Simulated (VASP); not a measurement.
# MgAs2C (P-4m2) in VASP: a series of runs

The runs below take MgAs2C through single point, with PBE, HSE06.

Everything below comes from runs of VASP 6.6.1. Logs are shortened: lines on timing, memory, paths and dates and some standing lists are left out, and cuts for length are marked.

## Step 1: The cell of the first run

Symmetry: P-4m2, No. 115, tetragonal system. The conventional cell has a = 3.051 Å, b = 3.051 Å, c = 7.832 Å, α = 90.00°, β = 90.00°, γ = 90.00°. Mg (site symmetry -4m2) has 4 Mg at 3.05 Å and 4 As at 3.05 Å within 4.0 Å. Within 2.6 Å of As (site symmetry 2mm) lie 2 C at 1.99 Å. Within 2.6 Å of C (site symmetry -4m2) lie 4 As at 1.99 Å.

## Step 2: Single point, PBE

Contents of INCAR:

```
SYSTEM = MgAs2C
ALGO     = Normal         ! electronic algorithm
EDIFF    = 1E-7           ! SCF threshold, eV
ENCUT    = 520            ! plane-wave cutoff, eV
GGA      = PE             ! functional
ISIF     = 2              ! what is computed and relaxed
ISMEAR   = -1             ! smearing method
LASPH    = .True.         ! aspherical terms in the spheres
LCHARG   = .False.        ! write CHGCAR
LREAL    = .False.        ! projectors in reciprocal space
LWAVE    = .False.        ! write WAVECAR
NBANDS   = 16             ! bands
NELM     = 80             ! most SCF steps
PREC     = Accurate       ! precision mode
SIGMA    = 0.02           ! smearing width, eV
```

Contents of KPOINTS:

```
k-points
0
Gamma
  6 6 2
  0 0 0
```

Contents of POSCAR:

```
MgAs2C
1.0
    3.0514594815      0.0000000000      0.0000000000
    0.0000000000      3.0514594815      0.0000000000
    0.0000000000      0.0000000000      7.8321633408
Mg As C
1 2 1
Direct
    0.0000000000      0.0000000000      0.0000000000
    0.0000000000      0.5000000000      0.3377466640
    0.5000000000      0.0000000000      0.6622533360
    0.5000000000      0.5000000000      0.5000000000
```

Potentials or basis: VASP PAW PBE potentials, release 64 (Mg, As, C).

Run with:

```bash
> cat potpaw_PBE.64/Mg/POTCAR potpaw_PBE.64/As/POTCAR potpaw_PBE.64/C/POTCAR > POTCAR
> mpirun -np 1 vasp_std > vasp.out
```

OUTCAR:

```text
SYSTEM = MgAs2C
   EDIFF = 1E-7
   ENCUT = 520
   GGA = PE
   ISIF = 2
   ISMEAR = -1
   LASPH = .True.
   LREAL = .False.
   NELM = 80
   PREC = Accurate

 ion  position               nearest neighbor table
   1  0.000  0.000  0.000-   2 3.05   3 3.05   2 3.05   3 3.05
   2  0.000  0.500  0.338-   4 1.99   4 1.99   1 3.05   1 3.05
   3  0.500  0.000  0.662-   4 1.99   4 1.99   1 3.05   1 3.05
   4  0.500  0.500  0.500-   2 1.99   3 1.99   3 1.99   2 1.99

  LATTYP: Found a simple tetragonal cell.
 ALAT       =     3.0514594815
 C/A-ratio  =     2.5666941961

  Lattice vectors:

 A1 = (   3.0514594815,   0.0000000000,   0.0000000000)
 A2 = (   0.0000000000,   3.0514594815,   0.0000000000)
 A3 = (   0.0000000000,   0.0000000000,   7.8321633408)

Analysis of symmetry for initial positions (statically):
=====================================================================
 Subroutine PRICEL returns:
 Original cell was already a primitive cell.

 Routine SETGRP: Setting up the symmetry group for a
 simple tetragonal supercell.

 Subroutine GETGRP returns: Found  8 space group operations
 (whereof  8 operations were pure point group operations)
 out of a pool of 16 trial point group operations.

The static configuration has the point symmetry D_2d.

Analysis of symmetry for dynamics (positions and initial velocities):
=====================================================================
 Subroutine PRICEL returns:
 Original cell was already a primitive cell.

 Routine SETGRP: Setting up the symmetry group for a
 simple tetragonal supercell.

 Subroutine GETGRP returns: Found  8 space group operations
 (whereof  8 operations were pure point group operations)
 out of a pool of 16 trial point group operations.

The dynamic configuration has the point symmetry D_2d.

 Subroutine INISYM returns: Found  8 space group operations
 (whereof  8 operations are pure point group operations),
 and found     1 'primitive' translations

----------------------------------------------------------------------------------------

                                     Primitive cell

  volume of cell :      72.9284

  direct lattice vectors                    reciprocal lattice vectors
     3.051459481  0.000000000  0.000000000     0.327712036  0.000000000  0.000000000
     0.000000000  3.051459481  0.000000000     0.000000000  0.327712036  0.000000000
     0.000000000  0.000000000  7.832163341     0.000000000  0.000000000  0.127678645

  length of vectors
     3.051459481  3.051459481  7.832163341     0.327712036  0.327712036  0.127678645

  position of ions in fractional coordinates (direct lattice)
     0.000000000  0.000000000  0.000000000
     0.000000000  0.500000000  0.337746664
     0.500000000  0.000000000  0.662253336
     0.500000000  0.500000000  0.500000000

  ion indices of the primitive-cell ions
   primitive index   ion index
                 1           1
                 2           2
                 3           3
                 4           4

----------------------------------------------------------------------------------------

 KPOINTS: k-points

Automatic generation of k-mesh.
 Grid dimensions read from file:
 generate k-points for:    6    6    2

 Generating k-lattice:

  Cartesian coordinates                     Fractional coordinates (reciprocal lattice)
     0.054618673  0.000000000  0.000000000     0.166666667  0.000000000  0.000000000
     0.000000000  0.054618673  0.000000000     0.000000000  0.166666667  0.000000000
     0.000000000  0.000000000  0.063839322     0.000000000  0.000000000  0.500000000

  Length of vectors
     0.054618673  0.054618673  0.063839322

  Shift w.r.t. Gamma in fractional coordinates (k-lattice)
     0.000000000  0.000000000  0.000000000

 Subroutine IBZKPT returns following result:
 ===========================================

 Found     20 irreducible k-points:

 Following reciprocal coordinates:
            Coordinates               Weight
  0.000000  0.000000  0.000000      1.000000
  0.166667  0.000000  0.000000      4.000000
  0.333333  0.000000  0.000000      4.000000
  0.500000  0.000000  0.000000      2.000000
  0.166667  0.166667  0.000000      4.000000
  0.333333  0.166667  0.000000      8.000000
[... 12 lines left out ...]
  0.500000  0.333333  0.500000      4.000000
  0.500000  0.500000  0.500000      1.000000
   k-points           NKPTS =     20   k-points in BZ     NKDIM =     20   number of bands    NBANDS=     16
   number of dos      NEDOS =    301   number of ions     NIONS =      4
   total plane-waves  NPLWV =  34560
   dimension x,y,z NGX =    24 NGY =   24 NGZ =   60
   dimension x,y,z NGXF=    48 NGYF=   48 NGZF=  120
   ions per type =               1   2   1
   NGX,Y,Z   is equivalent  to a cutoff of  13.08, 13.08, 12.74 a.u.
   NGXF,Y,Z  is equivalent  to a cutoff of  26.15, 26.15, 25.47 a.u.
 SYSTEM =  MgAs2C
   PREC   = accura    normal or accurate (medium, high low for compatibility)
   ISTART =      0    job   : 0-new  1-cont  2-samecut
   ICHARG =      2    charge: 1-file 2-atom 10-const
   ISPIN  =      1    spin polarized calculation?
   LNONCOLLINEAR =      F non collinear calculations
   LSORBIT =      F    spin-orbit coupling
   LASPH  =      T    aspherical Exc in radial PAW
   ENCUT  =  520.0 eV  38.22 Ry    6.18 a.u.   5.67  5.67 14.56*2*pi/ulx,y,z
   NELM   =     80;   NELMIN=  2; NELMDL= -5     # of ELM steps
   EDIFF  = 0.1E-06   stopping-criterion for ELM
   LREAL  =      F    real-space projection
   EDIFFG = 0.1E-05   stopping-criterion for IOM
   NSW    =      0    number of steps for IOM
   IBRION =     -1    ionic relax: 0-MD 1-quasi-New 2-CG
   NFREE  =      0    steps in history (QN), initial steepest desc. (CG)
   ISIF   =      2    stress and relaxation
   ISYM   =      2    0-nonsym 1-usesym 2-fastsym
   POTIM  = 0.5000    time-step for ionic-motion
   TEBEG  =    0.0;   TEEND  =   0.0 temperature during run
   PSTRESS=    0.0 pullay stress
   NELECT =      16.0000    total number of electrons
   NUPDOWN=      -1.0000    fix difference up-down
   EMIN   =  10.00;   EMAX   =-10.00  energy-range for DOS
   EFERMI =   0.00;   METHOD = LEGACY
   ISMEAR =    -1;   SIGMA  =   0.02  broadening in eV -4-tet -1-fermi 0-gaus
   EFERMI_NEDOS =   21; number of points for ismear=-14 and -15
   IALGO  =     38    algorithm
   IMIX   =      4    mixing-type and parameters
     AMIX     =   0.40;   BMIX     =  1.00
     AMIX_MAG =   1.60;   BMIX_MAG =  1.00
  volume/ion in A,a.u.               =      18.23       123.04
  Fermi-wavevector in a.u.,A,eV,Ry     =   0.987376  1.865870 13.264471  0.974911
  Thomas-Fermi vector in A             =   2.118825
   LORBIT       =      0    0 simple, 1 ext, 2 COOP (PROOUT), +10 PAW based schemes
   GGA     = PE    functional components
   LHFCALC =     F    Hartree Fock is set to
   AEXX    =    0.0000 exact exchange contribution
   IVDW    =     0    specifies the selected vdW correction
   LEPSILON=     F    determine dielectric tensor
   LRPA    =     F    only Hartree local field effects (RPA)
 non-spin polarized calculation
  energy-cutoff  :      520.00
  volume of cell :       72.93
 maximum number of plane-waves:      1996
 NGX is ok and might be reduce to    24
   NGX = 11   NGY = 11   NGZ = 29

 number of electron      16.0000003 magnetization

 Free energy of the ion-electron system (eV)
  ---------------------------------------------------
  ext. energy  EPLUGINS =         0.00000000
  ---------------------------------------------------
  free energy    TOTEN  =       -17.88942755 eV

  energy without entropy =      -17.88420056  energy(sigma->0) =      -17.88681405

 E-fermi :   5.1173     XC(G=0):  -9.6776

 val. band max:        5.1164263183   @ k =   0.1667   0.1667   0.0000
 cond. band min:       5.1463269348   @ k =   0.5000   0.3333   0.0000
 fundamental gap:      0.0299006165
 Fermi energy:         5.1173140692

 k-point     1 :       0.0000    0.0000    0.0000
  band No.  band energies     occupation
      1     -11.9718      2.00000
      2      -8.0869      2.00000
      3      -3.2596      2.00000
      4       1.2682      2.00000
      5       1.2839      2.00000
      6       1.2839      2.00000
[... 8 lines left out ...]
     15      11.8053      0.00000
     16      13.2288      0.00000

 k-point     2 :       0.1667    0.0000    0.0000
  band No.  band energies     occupation
      1     -11.6204      2.00000
      2      -7.7981      2.00000
      3      -3.0982      2.00000
      4      -0.6419      2.00000
      5       1.3240      2.00000
      6       1.4881      2.00000
[... 8 lines left out ...]
     15      11.8922      0.00000
     16      13.1739      0.00000

 k-point     3 :       0.3333    0.0000    0.0000
  band No.  band energies     occupation
      1     -10.6634      2.00000
      2      -7.2388      2.00000
      3      -4.0171      2.00000
      4      -1.3171      2.00000
      5       0.3558      2.00000
      6       1.9509      2.00000
[... 8 lines left out ...]
     15      12.4556      0.00000
     16      13.4077      0.00000

 k-point     4 :       0.5000    0.0000    0.0000
  band No.  band energies     occupation
      1      -9.8550      2.00000
      2      -7.3533      2.00000
      3      -4.5619      2.00000
      4      -1.5021      2.00000
      5       0.5382      2.00000
      6       1.2749      2.00000
[... 8 lines left out ...]
     15      12.0874      0.00000
     16      13.9807      0.00000

 k-point     5 :       0.1667    0.1667    0.0000
  band No.  band energies     occupation
      1     -11.2679      2.00000
      2      -7.5085      2.00000
      3      -2.9579      2.00000
      4      -0.3888      2.00000
      5      -0.3480      2.00000
      6       1.4163      2.00000
[... 8 lines left out ...]
     15      12.0373      0.00000
     16      12.6522      0.00000

 k-point     6 :       0.3333    0.1667    0.0000
  band No.  band energies     occupation
      1     -10.3050      2.00000
      2      -6.9389      2.00000
      3      -3.8526      2.00000
      4      -1.0870      2.00000
      5       0.2545      2.00000
      6       0.5939      2.00000
[... 8 lines left out ...]
     15      12.0712      0.00000
     16      13.3702      0.00000
[... 191 lines left out ...]
 k-point    17 :       0.5000    0.1667    0.5000
  band No.  band energies     occupation
      1      -9.4820      2.00000
      2      -7.0459      2.00000
      3      -4.4378      2.00000
      4      -1.2429      2.00000
      5       0.2603      2.00000
      6       1.2177      2.00000
[... 8 lines left out ...]
     15      12.2751      0.00000
     16      12.7290      0.00000

 k-point    18 :       0.3333    0.3333    0.5000
  band No.  band energies     occupation
      1      -9.3085      2.00000
      2      -6.2900      2.00000
      3      -4.0906      2.00000
      4      -1.7803      2.00000
      5       0.4107      2.00000
      6       0.5836      2.00000
[... 8 lines left out ...]
     15      11.1105      0.00000
     16      12.5916      0.00000

 k-point    19 :       0.5000    0.3333    0.5000
  band No.  band energies     occupation
      1      -8.4122      2.00000
      2      -6.2875      2.00000
      3      -4.6470      2.00000
      4      -1.6047      2.00000
      5      -0.1636      2.00000
      6       1.3121      2.00000
[... 8 lines left out ...]
     15      10.9113      0.00000
     16      11.6387      0.00000

 k-point    20 :       0.5000    0.5000    0.5000
  band No.  band energies     occupation
      1      -7.2569      2.00000
      2      -5.7767      2.00000
      3      -5.7767      2.00000
      4      -1.7942      2.00000
      5       0.4273      2.00000
      6       1.1254      2.00000
[... 8 lines left out ...]
     15       9.4051      0.00000
     16       9.6682      0.00000

------------------------ aborting loop because EDIFF is reached ----------------------------------------

  FORCE on cell =-STRESS in cart. coord.  units (eV):
  Direction    XX          YY          ZZ          XY          YZ          ZX
  --------------------------------------------------------------------------------------
  -------------------------------------------------------------------------------------
  Total        0.9260341      0.9260341      2.0218027      0.0000000      0.0000000      0.0000000
  in kB       20.3441997     20.3441997     44.4173244      0.0000000      0.0000000      0.0000000
  external PRESSURE =      28.3685746 kB  Pullay stress =       0.0000000 kB

 VOLUME and BASIS-vectors are now :
 -----------------------------------------------------------------------------
  energy-cutoff  :      520.00
  volume of cell :       72.93
      direct lattice vectors                 reciprocal lattice vectors
     3.051459481  0.000000000  0.000000000     0.327712036  0.000000000  0.000000000
     0.000000000  3.051459481  0.000000000     0.000000000  0.327712036  0.000000000
     0.000000000  0.000000000  7.832163341     0.000000000  0.000000000  0.127678645

 POSITION                                       TOTAL-FORCE (eV/Angst)
 -----------------------------------------------------------------------------------
      0.00000      0.00000      0.00000        -0.000000     -0.000000      0.000000
      0.00000      1.52573      2.64529        -0.000000     -0.000000     -0.363960
      1.52573      0.00000      5.18688        -0.000000     -0.000000      0.363960
      1.52573      1.52573      3.91608         0.000000      0.000000      0.000000
 -----------------------------------------------------------------------------------
    total drift:                                0.000000      0.000000     -0.000000

  FREE ENERGIE OF THE ION-ELECTRON SYSTEM (eV)
  ---------------------------------------------------
  free  energy   TOTEN  =       -17.8894275455 eV

  energy  without entropy=      -17.8842005550  energy(sigma->0) =      -17.88681405
```

It took 24 s on 1 thread of AMD EPYC 7R13 (Zen 3), shared host; peak memory 0.16 GiB.

What came out:

```yaml
Free_energy: -17.8894 eV
Pressure: 2.8 GPa
Largest_force: 0.364 eV/Å
Band_gap_on_the_k_mesh: zero (band 8 reaches 6.82 eV, above the bottom of band 9 at 4.74 eV)
```

Forces in eV/Å, atoms in the order of the input:
```
Mg   0.000  0.000  0.000
As   0.000  0.000 -0.364
As   0.000  0.000  0.364
C    0.000  0.000  0.000
```

Caveat: the k points lie up to 0.40 Å⁻¹ apart.

## Step 3: Single point, HSE06

POSCAR is that of step 2.

Contents of INCAR.step1:

```
SYSTEM = MgAs2C
PREC = Accurate ; ENCUT = 520
EDIFF = 1E-5 ; ISMEAR = -1
SIGMA = 0.02 ; LREAL = .False.
LASPH = .True. ; NELM = 60
ALGO = Normal ; ISIF = 2
LWAVE = .True. ; LCHARG = .False.
GGA = PE ; NBANDS = 16
```

Contents of INCAR.step2:

```
SYSTEM = MgAs2C
PREC = Accurate ; ENCUT = 520
EDIFF = 1E-6 ; ISMEAR = -1
SIGMA = 0.02 ; LREAL = .False.
LASPH = .True. ; NELM = 60
ALGO = Normal ; ISIF = 2
LWAVE = .False. ; LCHARG = .False.
GGA = PE ; LHFCALC = .True.
HFSCREEN = 0.2079 ; PRECFOCK = Normal
ISTART = 1 ; NBANDS = 16
```

Contents of KPOINTS:

```
regular mesh
0
Gamma
  4 4 2
  0 0 0
```

Potentials or basis: VASP PAW PBE potentials, release 64 (Mg, As, C).

Run with:

```bash
> cat potpaw_PBE.64/Mg/POTCAR potpaw_PBE.64/As/POTCAR potpaw_PBE.64/C/POTCAR > POTCAR
> cp INCAR.step1 INCAR
> mpirun -np 1 vasp_std > vasp.out
> cp INCAR.step2 INCAR
> mpirun -np 1 vasp_std > vasp.out
```

Wall time 7.3 min (1 thread of AMD EPYC 7R13 (Zen 3), shared host); peak memory 0.27 GiB.

It converged, with:

```
Free energy            : -21.0795 eV
Pressure               : -2.8 GPa
Largest force          : 0.414 eV/Å
Band gap on the k mesh : zero (band 8 reaches 7.42 eV, above the bottom of band 9 at 4.39 eV)
```

Forces on the atoms (eV/Å):
```
Mg   0.000  0.000  0.000
As   0.000  0.000  0.414
As   0.000  0.000 -0.414
C    0.000  0.000  0.000
```

Stress tensor (GPa, compression positive):
```
 0.51  0.00  0.00
 0.00  0.51  0.00
 0.00  0.00 -9.28
```

Levels at points of the mesh, in eV from the Fermi level:
```csv
k point,band 6,band 7,band 8,band 9,band 10,band 11
"(0.00, 0.00, 0.00)",-3.81,-3.24,2.88,3.30,3.30,3.34
"(0.50, 0.00, 0.00)",-3.84,-2.82,0.27,1.72,2.09,3.97
"(0.50, 0.50, 0.00)",-3.92,-3.92,-2.63,1.34,2.14,2.14
"(0.00, 0.00, 0.50)",-3.81,-0.38,1.58,3.27,3.27,3.88
"(0.50, 0.00, 0.50)",-3.14,-2.81,-1.20,0.05,4.17,4.42
"(0.50, 0.50, 0.50)",-3.95,-3.95,-2.76,2.12,3.06,3.10
```

Caveat: the k points lie up to 0.51 Å⁻¹ apart; the PAW data sets were made with another functional, which shifts forces and pressure a little.
